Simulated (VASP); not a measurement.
A run of VASP 6.6.1:

POSCAR

```
HgTe
1.0
   -0.0471445964      3.2420132908      3.2420132908
    3.2420132908     -0.0471445964      3.2420132908
    3.2420132908      3.2420132908     -0.0471445964
Hg Te
1 1
Direct
   -0.0016857193     -0.0016857193     -0.0016857193
    0.2516857193      0.2516857193      0.2516857193
```

File INCAR.step1:

```
SYSTEM = HgTe
PREC = Accurate
ENCUT = 520
EDIFF = 1E-5
ISMEAR = -1
SIGMA = 0.02
LREAL = .False.
LASPH = .True.
NELM = 60
ALGO = Normal
ISIF = 2
LWAVE = .True.
LCHARG = .False.
NBANDS = 16
GGA = PE
```

Contents of INCAR.step2:

```
SYSTEM = HgTe
PREC = Accurate
ENCUT = 520
EDIFF = 1E-6
ISMEAR = -1
SIGMA = 0.02
LREAL = .False.
LASPH = .True.
NELM = 60
ALGO = Normal
ISIF = 2
LWAVE = .False.
LCHARG = .False.
GGA = PE
LHFCALC = .True.
HFSCREEN = 0.2079
PRECFOCK = Normal
NBANDS = 16
ISTART = 1
```

Contents of KPOINTS:

```
regular mesh
0
Gamma
  4 4 4
  0 0 0
```

Potentials or basis: VASP PAW PBE potentials, release 64 (Hg, Te).

The run is started by

```bash
$ cat potpaw_PBE.64/Hg/POTCAR potpaw_PBE.64/Te/POTCAR > POTCAR
$ cp INCAR.step1 INCAR
$ mpirun -np 1 vasp_std > vasp.out
$ cp INCAR.step2 INCAR
$ mpirun -np 1 vasp_std > vasp.out
```

Hardware: 1 thread of Intel Xeon 8259CL, on a shared host.

Problem. How long does it take, and how much memory?

Solution. Run time: 29 min on 1 thread of Intel Xeon 8259CL, with other jobs on the host, peak memory 0.33 GiB. Counts: k points 13.
